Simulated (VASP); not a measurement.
Wanted: the native input for a VASP 6.6.1 run.

| Property | Result |
| --- | --- |
| Task | single point |
| Functional | r2SCAN |
| Potentials or basis | VASP PAW PBE potentials, release 64 (K_sv, Cl) |
| Cutoff | 520 eV |
| k mesh | 8 × 8 × 8 |
| Occupations | gaussian, width 0.05 eV |
| Spin | no spin polarisation |
| Dipole correction | no |
| Further INCAR settings | ALGO = Normal; EDIFF = 1e-07; NBANDS = 15 |

KCl:

```
K Cl
1.0
     0.00000    3.10519    3.26045
     3.10519    0.00000    3.26045
     3.10519    3.10519    0.00000
K Cl
1 1
Direct
  0.00000 0.00000 0.00000
  0.50000 0.50000 0.50000
```

This cell differs from its parent crystal: ratio of the length along z to the lengths across it x 1.05, volume and fractional coordinates fixed.

These files were run (other wordings do the same):

POSCAR

```
KCl
1.0
    0.0000000000      3.1051862581      3.2604455710
    3.1051862581      0.0000000000      3.2604455710
    3.1051862581      3.1051862581      0.0000000000
K Cl
1 1
Direct
    0.0000000000      0.0000000000      0.0000000000
    0.5000000000      0.5000000000      0.5000000000
```

INCAR.step1

```
SYSTEM = KCl
PREC = Accurate
ENCUT = 520
ISMEAR = 0
SIGMA = 0.05
LREAL = .False.
LASPH = .True.
NELM = 60
NBANDS = 15
GGA = PE
ALGO = Normal
EDIFF = 1E-4
LWAVE = .True.
LCHARG = .False.
```

INCAR.step2

```
SYSTEM = KCl
PREC = Accurate
ENCUT = 520
EDIFF = 1E-7
ISMEAR = 0
SIGMA = 0.05
LREAL = .False.
LASPH = .True.
NELM = 60
ALGO = Normal
ISIF = 2
LWAVE = .False.
LCHARG = .False.
METAGGA = R2SCAN
LMIXTAU = .True.
NBANDS = 15
ISTART = 1
```

KPOINTS

```
regular mesh
0
Gamma
  8 8 8
  0 0 0
```

Potentials or basis: VASP PAW PBE potentials, release 64 (K_sv, Cl).

Command:

```bash
$ cat potpaw_PBE.64/K_sv/POTCAR potpaw_PBE.64/Cl/POTCAR > POTCAR
$ cp INCAR.step1 INCAR
$ mpirun -np 1 vasp_std > vasp.out
$ cp INCAR.step2 INCAR
$ mpirun -np 1 vasp_std > vasp.out
```

It gave:

```json
{"Pressure": "-0.1 GPa", "Band gap on the k mesh": "5.78 eV, direct"}
```

Caveat: the PAW data sets were made with another functional, which shifts forces and pressure a little.

It took 6.1 min on 1 thread of Intel(R) Xeon(R) Platinum 8259CL CPU @ 2.50GHz (Skylake/Cascade Lake), with other jobs on the host, peak memory 0.24 GiB.
